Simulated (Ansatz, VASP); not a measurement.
## Two plane-wave programs on CuO

File INCAR:

```
PREC = Accurate
ENCUT = 520
EDIFF = 1E-7
ISMEAR = -1
SIGMA = 0.1
LREAL = F
LASPH = T
NELM = 150
ALGO = Normal
ISIF = 2
LWAVE = F
LCHARG = F
ISPIN = 2
MAGMOM = 0.2 0.2 0 0
LORBIT = 11
LMAXMIX = 4
LDAU = T
LDAUTYPE = 2
LDAUL = 2 -1
LDAUU = 4 0
LDAUJ = 0 0
LDAUPRINT = 1
GGA = PE
NBANDS = 29
```

File KPOINTS:

```
Automatic mesh
0
Gamma
  7 7 4
```

POSCAR

```
CuO
1.0
    2.3245000000     -1.7191000000      0.0000000000
    2.3245000000      1.7191000000      0.0000000000
   -0.7792200000      0.0000000000      5.1281400000
Cu O
2 2
Direct
    0.0000000000      0.5000000000      0.0000000000
    0.5000000000      0.0000000000      0.5000000000
    0.5830000000      0.4170000000      0.2500000000
    0.4170000000      0.5830000000      0.7500000000
```

Input for Ansatz:

```yaml
crystal:
  lattice:
    - [2.3245, -1.7191, 0.0]
    - [2.3245, 1.7191, 0.0]
    - [-0.77922, 0.0, 5.12814]
  atoms:
    - { symbol: Cu, position: [0.0, 0.5, 0.0], spin: 0.2 }
    - { symbol: Cu, position: [0.5, 0.0, 0.5], spin: 0.2 }
    - { symbol: O, position: [0.583, 0.417, 0.25] }
    - { symbol: O, position: [0.417, 0.583, 0.75] }
magnetization:
  spin_polarized: true
hamiltonian:
  xc: pbe
  pseudopotentials: { kind: paw }
  hubbard: { sites: [{ species: Cu, l: d, u_eff: 4.0 }] }
basis:
  ecutwfc: 420
kpoints:
  mp_grid: { grid: [7, 7, 4] }
scf:
  occupations: { method: fermi_dirac, width: 0.1 }
  lower_state_search: "off"
output:
  forces: true
  stress: true
```

Change from the starting cell: parallel moments scaled by 0.2, plain SCF.

Alike in both runs: task single point; functional PBE; k mesh 7 × 7 × 4; occupations fermi-dirac, width 0.1 eV; collinear spin; Hubbard terms Cu d U = 4.0 eV.

|  | VASP | Ansatz |
| --- | --- | --- |
| version | VASP 6.6.1 | Ansatz 0.2.0 |
| potentials or method | VASP PAW PBE potentials, release 64 (Cu, O), cutoff 520 eV | PAW, plane waves, scalar-relativistic |
| valence electrons in the cell | 34 | 50 |

Ansatz gave:

| Quantity | Value |
| --- | --- |
| pressure (GPa) | 6.3 |
| traceless stress, the component that is largest in VASP (GPa) | -1.52 |
| rms of the force components (eV/Å) | 0.106 |
| net moment per atom (μB) | 0.45 |
| size of the moment on the site where the two differ most (μB) | 0.57 |

Task: What did VASP give for the same quantities?

Result: Pressure (GPa): 1.6; traceless stress, the component that is largest in VASP (GPa): -2.69; rms of the force components (eV/Å): 0.141; net moment per atom (μB): 0.00; size of the moment on the site where the two differ most (μB): 0.00.

The net moments are unlike, so the other rows may belong to different states. Site moments also hang on the region over which each program counts them. The programs project onto different local orbitals, so the same U acts differently, and such runs can settle in different states. Atom by atom the forces differ by 0.035 eV/Å (rms over components). VASP's potentials hold 34 valence electrons a cell and Ansatz's 50, so a difference there can come from the potentials and not from the codes. Ansatz's warnings: filled band counts differ across k points, spin hold released.
